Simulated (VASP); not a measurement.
# Al (I4_1/amd) in VASP: a series of runs

Al is run at these levels: PBE; tasks: single point.

All numbers are computed with VASP 6.6.1; they aren't measurements. Logs are shortened: lines on timing, memory, paths and dates and some standing lists are left out, and cuts for length are marked.

### 1 The cell of the first run

Symmetry: I4_1/amd, No. 141, tetragonal system. The conventional cell has a = 4.019 Å, b = 4.019 Å, c = 2.128 Å, α = 90.00°, β = 90.00°, γ = 90.00°. Al (site symmetry -4m2) has 10 Al at 2.08 to 2.57 Å within 2.8 Å.

### 2 Single point, PBE

File INCAR:

```
  PREC = Accurate
  ENCUT = 520
  EDIFF = 1E-7
  ISMEAR = -1
  SIGMA = 0.08
  LREAL = False
  LASPH = True
  NELM = 80
  ALGO = Normal
  ISIF = 2
  LWAVE = False
  LCHARG = False
  GGA = PE
  NBANDS = 10
```

File KPOINTS:

```
regular mesh
0
Gamma
  20 20 20
```

File POSCAR:

```
Al
1.0
   -2.0093486146      2.0093486146      1.0640400715
    2.0093486146     -2.0093486146      1.0640400715
    2.0093486146      2.0093486146     -1.0640400715
Al
2
Direct
   -0.3750000000     -0.1250000000     -0.2500000000
    0.3750000000      0.1250000000      0.2500000000
```

Potentials or basis: VASP PAW PBE potentials, release 64 (Al).

The run is started by

```
> cat potpaw_PBE.64/Al/POTCAR > POTCAR
> mpirun -np 1 vasp_std > vasp.out
```

OUTCAR:

```text
PREC = Accurate
   ENCUT = 520
   EDIFF = 1E-7
   ISMEAR = -1
   LREAL = False
   LASPH = True
   NELM = 80
   ISIF = 2
   GGA = PE

 ion  position               nearest neighbor table
   1  0.625  0.875  0.750-   2 2.08   2 2.08   2 2.08   2 2.08   2 2.57   2 2.57   2 2.57   2 2.57
                             2 3.33   2 3.33
   2  0.375  0.125  0.250-   1 2.08   1 2.08   1 2.08   1 2.08   1 2.57   1 2.57   1 2.57   1 2.57
                             1 3.33   1 3.33

  LATTYP: Found a body centered tetragonal cell.
 ALAT       =     4.0186972292
 C/A-ratio  =     0.5295447807

  Lattice vectors:

 A1 = (  -2.0093486146,   2.0093486146,   1.0640400715)
 A2 = (   2.0093486146,  -2.0093486146,   1.0640400715)
 A3 = (   2.0093486146,   2.0093486146,  -1.0640400715)

Analysis of symmetry for initial positions (statically):
=====================================================================
 Subroutine PRICEL returns:
 Original cell was already a primitive cell.

 Routine SETGRP: Setting up the symmetry group for a
 body centered tetragonal supercell.

 Subroutine GETGRP returns: Found 16 space group operations
 (whereof  4 operations were pure point group operations)
 out of a pool of 16 trial point group operations.

The static configuration has the point symmetry C_2h.
 The point group associated with its full space group is D_4h.

Analysis of symmetry for dynamics (positions and initial velocities):
=====================================================================
 Subroutine PRICEL returns:
 Original cell was already a primitive cell.

 Routine SETGRP: Setting up the symmetry group for a
 body centered tetragonal supercell.

 Subroutine GETGRP returns: Found 16 space group operations
 (whereof  4 operations were pure point group operations)
 out of a pool of 16 trial point group operations.

The dynamic configuration has the point symmetry C_2h.
 The point group associated with its full space group is D_4h.

 Subroutine INISYM returns: Found 16 space group operations
 (whereof  4 operations are pure point group operations),
 and found     1 'primitive' translations

----------------------------------------------------------------------------------------

                                     Primitive cell

  volume of cell :      17.1842

  direct lattice vectors                    reciprocal lattice vectors
    -2.009348615  2.009348615  1.064040072     0.000000000  0.248836860  0.469907115
     2.009348615 -2.009348615  1.064040072     0.248836860  0.000000000  0.469907115
     2.009348615  2.009348615 -1.064040072     0.248836860  0.248836860  0.000000000

  length of vectors
     3.034327765  3.034327765  3.034327765     0.531725944  0.531725944  0.351908462

  position of ions in fractional coordinates (direct lattice)
     0.625000000  0.875000000  0.750000000
     0.375000000  0.125000000  0.250000000

  ion indices of the primitive-cell ions
   primitive index   ion index
                 1           1
                 2           2

----------------------------------------------------------------------------------------

 KPOINTS: regular mesh

Automatic generation of k-mesh.
 Grid dimensions read from file:
 generate k-points for:   20   20   20

 Generating k-lattice:

  Cartesian coordinates                     Fractional coordinates (reciprocal lattice)
     0.000000000  0.012441843  0.023495356     0.050000000  0.000000000 -0.000000000
     0.012441843  0.000000000  0.023495356     0.000000000  0.050000000 -0.000000000
     0.012441843  0.012441843  0.000000000     0.000000000  0.000000000  0.050000000

  Length of vectors
     0.026586297  0.026586297  0.017595423

  Shift w.r.t. Gamma in fractional coordinates (k-lattice)
     0.000000000  0.000000000  0.000000000

 Subroutine IBZKPT returns following result:
 ===========================================

 Found    641 irreducible k-points:

 Following reciprocal coordinates:
            Coordinates               Weight
  0.000000  0.000000  0.000000      1.000000
  0.050000 -0.000000  0.000000      8.000000
  0.100000  0.000000  0.000000      8.000000
  0.150000  0.000000  0.000000      8.000000
  0.200000  0.000000  0.000000      8.000000
  0.250000  0.000000 -0.000000      8.000000
[... 16 lines left out ...]
 -0.400000  0.050000 -0.000000     16.000000
 -0.350000  0.050000  0.000000     16.000000
 [... further k-points ...]
   k-points           NKPTS =    641   k-points in BZ     NKDIM =    641   number of bands    NBANDS=     10
   number of dos      NEDOS =    301   number of ions     NIONS =      2
   total plane-waves  NPLWV =  13824
   dimension x,y,z NGX =    24 NGY =   24 NGZ =   24
   dimension x,y,z NGXF=    48 NGYF=   48 NGZF=   48
   ions per type =               2
   NGX,Y,Z   is equivalent  to a cutoff of  13.15, 13.15, 13.15 a.u.
   NGXF,Y,Z  is equivalent  to a cutoff of  26.30, 26.30, 26.30 a.u.
 SYSTEM =  unknown system
   PREC   = accura    normal or accurate (medium, high low for compatibility)
   ISTART =      0    job   : 0-new  1-cont  2-samecut
   ICHARG =      2    charge: 1-file 2-atom 10-const
   ISPIN  =      1    spin polarized calculation?
   LNONCOLLINEAR =      F non collinear calculations
   LSORBIT =      F    spin-orbit coupling
   LASPH  =      T    aspherical Exc in radial PAW
   ENCUT  =  520.0 eV  38.22 Ry    6.18 a.u.   5.64  5.64  5.64*2*pi/ulx,y,z
   NELM   =     80;   NELMIN=  2; NELMDL= -5     # of ELM steps
   EDIFF  = 0.1E-06   stopping-criterion for ELM
   LREAL  =      F    real-space projection
   EDIFFG = 0.1E-05   stopping-criterion for IOM
   NSW    =      0    number of steps for IOM
   IBRION =     -1    ionic relax: 0-MD 1-quasi-New 2-CG
   NFREE  =      0    steps in history (QN), initial steepest desc. (CG)
   ISIF   =      2    stress and relaxation
   ISYM   =      2    0-nonsym 1-usesym 2-fastsym
   POTIM  = 0.5000    time-step for ionic-motion
   TEBEG  =    0.0;   TEEND  =   0.0 temperature during run
   PSTRESS=    0.0 pullay stress
   NELECT =       6.0000    total number of electrons
   NUPDOWN=      -1.0000    fix difference up-down
   EMIN   =  10.00;   EMAX   =-10.00  energy-range for DOS
   EFERMI =   0.00;   METHOD = LEGACY
   ISMEAR =    -1;   SIGMA  =   0.08  broadening in eV -4-tet -1-fermi 0-gaus
   EFERMI_NEDOS =   21; number of points for ismear=-14 and -15
   IALGO  =     38    algorithm
   IMIX   =      4    mixing-type and parameters
     AMIX     =   0.40;   BMIX     =  1.00
     AMIX_MAG =   1.60;   BMIX_MAG =  1.00
  volume/ion in A,a.u.               =       8.59        57.98
  Fermi-wavevector in a.u.,A,eV,Ry     =   1.152787  2.178452 18.081025  1.328918
  Thomas-Fermi vector in A             =   2.289436
   LORBIT       =      0    0 simple, 1 ext, 2 COOP (PROOUT), +10 PAW based schemes
   GGA     = PE    functional components
   LHFCALC =     F    Hartree Fock is set to
   AEXX    =    0.0000 exact exchange contribution
   IVDW    =     0    specifies the selected vdW correction
   LEPSILON=     F    determine dielectric tensor
   LRPA    =     F    only Hartree local field effects (RPA)
 non-spin polarized calculation
  energy-cutoff  :      520.00
  volume of cell :       17.18
 maximum number of plane-waves:       476
   NGX = 11   NGY = 11   NGZ = 11

 number of electron       6.0000000 magnetization

 Free energy of the ion-electron system (eV)
  ---------------------------------------------------
  ext. energy  EPLUGINS =         0.00000000
  ---------------------------------------------------
  free energy    TOTEN  =         1.13955046 eV

  energy without entropy =        1.15120638  energy(sigma->0) =        1.14537842

 E-fermi :  16.8851     XC(G=0): -12.8352

 val. band max:       16.8844114147   @ k =  -0.2500  -0.2500   0.2500
 cond. band min:      16.8904344518   @ k =  -0.2000  -0.3500   0.1500
 fundamental gap:      0.0060230371
 Fermi energy:        16.8851093851

 k-point     1 :       0.0000    0.0000    0.0000
  band No.  band energies     occupation
      1       0.5254      2.00000
      2      15.9967      1.99997
      3      16.6571      1.89066
      4      16.6571      1.89066
      5      20.5015      0.00000
      6      27.6881      0.00000
      7      30.6441      0.00000
      8      35.4721      0.00000
      9      35.4721      0.00000
     10      37.4343      0.00000

 k-point     2 :       0.0500   -0.0000    0.0000
  band No.  band energies     occupation
      1       0.6295      2.00000
      2      15.5538      2.00000
      3      16.5883      1.95221
      4      17.2843      0.01353
      5      20.6790      0.00000
      6      27.6275      0.00000
      7      30.2719      0.00000
      8      34.4390      0.00000
      9      34.4943      0.00000
     10      35.6966      0.00000

 k-point     3 :       0.1000    0.0000    0.0000
  band No.  band energies     occupation
      1       0.9409      2.00000
      2      15.0601      2.00000
      3      16.4327      1.99302
      4      18.3306      0.00000
      5      21.1374      0.00000
      6      27.4128      0.00000
      7      29.2251      0.00000
      8      31.8162      0.00000
      9      32.1176      0.00000
     10      35.8188      0.00000

 k-point     4 :       0.1500    0.0000    0.0000
  band No.  band energies     occupation
      1       1.4569      2.00000
      2      14.7264      2.00000
      3      16.2811      1.99895
      4      19.5856      0.00000
      5      21.6978      0.00000
      6      26.7093      0.00000
      7      27.8276      0.00000
      8      29.3374      0.00000
      9      30.4790      0.00000
     10      35.8646      0.00000
[... 222 lines left out ...]
 k-point    22 :      -0.4500    0.0500    0.0000
  band No.  band energies     occupation
      1       7.2423      2.00000
      2      13.6043      2.00000
      3      15.0952      2.00000
      4      17.8616      0.00001
      5      20.0411      0.00000
      6      22.2237      0.00000
      7      25.6916      0.00000
      8      28.0715      0.00000
      9      29.7543      0.00000
     10      35.2935      0.00000

 k-point    23 :      -0.4000    0.0500   -0.0000
  band No.  band energies     occupation
      1       5.7838      2.00000
      2      14.2625      2.00000
      3      15.4294      2.00000
      4      17.9205      0.00000
      5      21.3998      0.00000
      6      22.9206      0.00000
      7      26.0241      0.00000
      8      27.5481      0.00000
      9      28.4014      0.00000
     10      34.6439      0.00000

 k-point    24 :      -0.3500    0.0500    0.0000
  band No.  band energies     occupation
      1       4.4786      2.00000
      2      13.9376      2.00000
      3      15.9550      1.99998
      4      19.1473      0.00000
      5      22.7248      0.00000
      6      23.7250      0.00000
      7      25.5007      0.00000
      8      26.4964      0.00000
      9      28.6630      0.00000
     10      34.3113      0.00000

 [... further k-points ...]

------------------------ aborting loop because EDIFF is reached ----------------------------------------

  FORCE on cell =-STRESS in cart. coord.  units (eV):
  Direction    XX          YY          ZZ          XY          YZ          ZX
  --------------------------------------------------------------------------------------
  -------------------------------------------------------------------------------------
  Total       24.8161527     24.8161527     24.8535800     -0.0000000     -0.0000000      0.0000000
  in kB     2313.7502383   2313.7502383   2317.2397952     -0.0000000     -0.0000000      0.0000000
  external PRESSURE =    2314.9134239 kB  Pullay stress =       0.0000000 kB

 VOLUME and BASIS-vectors are now :
 -----------------------------------------------------------------------------
  energy-cutoff  :      520.00
  volume of cell :       17.18
      direct lattice vectors                 reciprocal lattice vectors
    -2.009348615  2.009348615  1.064040072     0.000000000  0.248836860  0.469907115
     2.009348615 -2.009348615  1.064040072     0.248836860  0.000000000  0.469907115
     2.009348615  2.009348615 -1.064040072     0.248836860  0.248836860  0.000000000

 POSITION                                       TOTAL-FORCE (eV/Angst)
 -----------------------------------------------------------------------------------
      2.00935      1.00467      0.79803         0.000000     -0.000000      0.000000
      0.00000      1.00467      0.26601        -0.000000      0.000000     -0.000000
 -----------------------------------------------------------------------------------
    total drift:                                0.000000     -0.000000      0.000000

  FREE ENERGIE OF THE ION-ELECTRON SYSTEM (eV)
  ---------------------------------------------------
  free  energy   TOTEN  =         1.1395504557 eV

  energy  without entropy=        1.1512063831  energy(sigma->0) =        1.14537842
```

Wall time 97 s (1 thread of Intel Xeon 8259CL, shared host); peak memory 0.21 GiB.

Results:

```yaml
Free_energy: 1.1396 eV
Pressure: 231.5 GPa
Band_gap_on_the_k_mesh: zero (bands 3 and 4 overlap by 10.88 eV)
```

Levels at points of the mesh, in eV from the Fermi level:
| k point | band 1 | band 2 | band 3 | band 4 | band 5 | band 6 |
| --- | --- | --- | --- | --- | --- | --- |
| (0.00, 0.00, 0.00) | -16.36 | -0.89 | -0.23 | -0.23 | 3.62 | 10.80 |
| (0.50, 0.00, 0.00) | -7.29 | -5.91 | 0.01 | 1.05 | 1.53 | 4.08 |
| (0.50, 0.50, 0.00) | -11.93 | -11.93 | 3.11 | 3.11 | 5.59 | 5.59 |
| (0.50, 0.50, 0.50) | -8.46 | -8.46 | -6.78 | -6.78 | 11.95 | 11.95 |

Caveat: the cell stands under pressure.

### 3 Single point, PBE

File INCAR:

```
PREC = Accurate
ENCUT = 520
EDIFF = 1E-7
ISMEAR = -1
SIGMA = 0.08
LREAL = False
LASPH = True
NELM = 60
ALGO = Normal
ISIF = 2
LWAVE = False
LCHARG = True
GGA = PE
LELF = True
LVHAR = True
NBANDS = 10
```

File KPOINTS:

```
Automatic mesh
0
Gamma
  20 20 20
```

File POSCAR:

```
Al
1.0
   -2.0091403436      2.0091403436      1.0637564972
    2.0091403436     -2.0091403436      1.0637564972
    2.0091403436      2.0091403436     -1.0637564972
Al
2
Direct
   -0.3750000000     -0.1250000000     -0.2500000000
    0.3750000000      0.1250000000      0.2500000000
```

Potentials or basis: VASP PAW PBE potentials, release 64 (Al).

The run is started by

```
> cat potpaw_PBE.64/Al/POTCAR > POTCAR
> mpirun -np 1 vasp_std > vasp.out
```

OUTCAR:

```text
PREC = Accurate
   ENCUT = 520
   EDIFF = 1E-7
   ISMEAR = -1
   LREAL = False
   LASPH = True
   NELM = 60
   ISIF = 2
   GGA = PE

 ion  position               nearest neighbor table
   1  0.625  0.875  0.750-   2 2.08   2 2.08   2 2.08   2 2.08   2 2.57   2 2.57   2 2.57   2 2.57
                             2 3.33   2 3.33
   2  0.375  0.125  0.250-   1 2.08   1 2.08   1 2.08   1 2.08   1 2.57   1 2.57   1 2.57   1 2.57
                             1 3.33   1 3.33

  LATTYP: Found a body centered tetragonal cell.
 ALAT       =     4.0182806872
 C/A-ratio  =     0.5294585321

  Lattice vectors:

 A1 = (  -2.0091403436,   2.0091403436,   1.0637564972)
 A2 = (   2.0091403436,  -2.0091403436,   1.0637564972)
 A3 = (   2.0091403436,   2.0091403436,  -1.0637564972)

Analysis of symmetry for initial positions (statically):
=====================================================================
 Subroutine PRICEL returns:
 Original cell was already a primitive cell.

 Routine SETGRP: Setting up the symmetry group for a
 body centered tetragonal supercell.

[... 175 lines left out ...]
  band No.  band energies     occupation
      1       0.5295      2.00000
      2      16.0015      1.99997
      3      16.6642      1.89238
      4      16.6642      1.89238
      5      20.5102      0.00000
      6      27.6956      0.00000
      7      30.6542      0.00000
      8      35.4827      0.00000
      9      35.4827      0.00000
     10      37.4534      0.00000
[... 287 lines left out ...]
 k-point    24 :      -0.3500    0.0500    0.0000
  band No.  band energies     occupation
      1       4.4843      2.00000
      2      13.9441      2.00000
      3      15.9626      1.99998
      4      19.1589      0.00000
      5      22.7356      0.00000
      6      23.7358      0.00000
      7      25.5091      0.00000
      8      26.5059      0.00000
      9      28.6749      0.00000
     10      34.3274      0.00000

 [... further k-points ...]

------------------------ aborting loop because EDIFF is reached ----------------------------------------

  FORCE on cell =-STRESS in cart. coord.  units (eV):
  Direction    XX          YY          ZZ          XY          YZ          ZX
  --------------------------------------------------------------------------------------
  -------------------------------------------------------------------------------------
  Total       24.8338689     24.8338689     24.8920975      0.0000000      0.0000000      0.0000000
  in kB     2316.4994427   2316.4994427   2321.9310015      0.0000000      0.0000000      0.0000000
  external PRESSURE =    2318.3099623 kB  Pullay stress =       0.0000000 kB

 VOLUME and BASIS-vectors are now :
 -----------------------------------------------------------------------------
  energy-cutoff  :      520.00
  volume of cell :       17.18
      direct lattice vectors                 reciprocal lattice vectors
    -2.009140344  2.009140344  1.063756497     0.000000000  0.248862655  0.470032382
     2.009140344 -2.009140344  1.063756497     0.248862655  0.000000000  0.470032382
     2.009140344  2.009140344 -1.063756497     0.248862655  0.248862655  0.000000000

 POSITION                                       TOTAL-FORCE (eV/Angst)
 -----------------------------------------------------------------------------------
      2.00914      1.00457      0.79782         0.000000     -0.000000      0.000000
      0.00000      1.00457      0.26594        -0.000000      0.000000     -0.000000
 -----------------------------------------------------------------------------------
    total drift:                                0.000000     -0.000000      0.000000

  FREE ENERGIE OF THE ION-ELECTRON SYSTEM (eV)
  ---------------------------------------------------
  free  energy   TOTEN  =         1.1513272500 eV

  energy  without entropy=        1.1629855212  energy(sigma->0) =        1.15715639
```

OSZICAR:

```text
N       E                     dE             d eps       ncg     rms          rms(c)
DAV:   1     0.110584150582E+02    0.11058E+02   -0.26341E+03 12900   0.507E+02
DAV:   2     0.104164607791E+01   -0.10017E+02   -0.96953E+01 17082   0.707E+01
DAV:   3     0.866751243055E+00   -0.17489E+00   -0.17311E+00 16330   0.745E+00
DAV:   4     0.866123397562E+00   -0.62785E-03   -0.62776E-03 15560   0.477E-01
DAV:   5     0.866119440461E+00   -0.39571E-05   -0.39562E-05 15720   0.363E-02    0.496E+00
DAV:   6     0.104519597188E+01    0.17908E+00   -0.68579E-03 14462   0.578E-01    0.276E+00
DAV:   7     0.115090425658E+01    0.10571E+00   -0.19861E-02 13786   0.962E-01    0.636E-01
DAV:   8     0.115056812100E+01   -0.33614E-03   -0.24528E-04 15670   0.106E-01    0.120E-01
DAV:   9     0.115132691108E+01    0.75879E-03   -0.18701E-04 13930   0.864E-02    0.265E-02
DAV:  10     0.115132729929E+01    0.38821E-06   -0.16959E-06 16852   0.102E-02    0.413E-03
DAV:  11     0.115132725002E+01   -0.49273E-07   -0.19873E-08 11858   0.835E-04
   1 F= 0.11513273E+01 E0= 0.11571564E+01  d E =-.116583E-01
```

It took 99 s on 1 thread of Intel Xeon 8259CL, shared host; peak memory 0.21 GiB.

What came out:

* Free energy: 1.1513 eV
* Pressure: 231.8 GPa
* Band gap on the k mesh: zero (bands 3 and 4 overlap by 10.88 eV)

Stress tensor (GPa, compression positive):
```
231.65   0.00   0.00
  0.00 231.65   0.00
  0.00   0.00 232.19
```

Caveat: the cell stands under pressure.
